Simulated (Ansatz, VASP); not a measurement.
C: VASP beside Ansatz

```
CELL_PARAMETERS angstrom
0.00000 1.79521 1.79521
1.79521 0.00000 1.79521
1.79521 1.79521 0.00000
ATOMIC_POSITIONS crystal
C 0.50000 0.50000 0.50000
C 0.75000 0.75000 0.75000
```

Change from the starting cell: volume scaled by 1.02.

Alike in both runs: task single point; functional PBE; k mesh 20 × 20 × 20; occupations fermi-dirac, width 0.08 eV; no spin polarisation.

|  | VASP | Ansatz |
| --- | --- | --- |
| version | VASP 6.6.1 | Ansatz 0.2.0 |
| potentials or method | VASP PAW PBE potentials, release 64 (C), cutoff 520 eV | all-electron LAPW, scalar-relativistic |

Ansatz gave:

- gap on the k mesh at the Fermi level (eV): 4.10
- pressure (GPa): -6.7

Question: Estimate VASP's values.

Answer: gap on the k mesh at the Fermi level (eV): 4.09; pressure (GPa): -6.0.

Ansatz ran all-electron here, and VASP with PAW potentials.
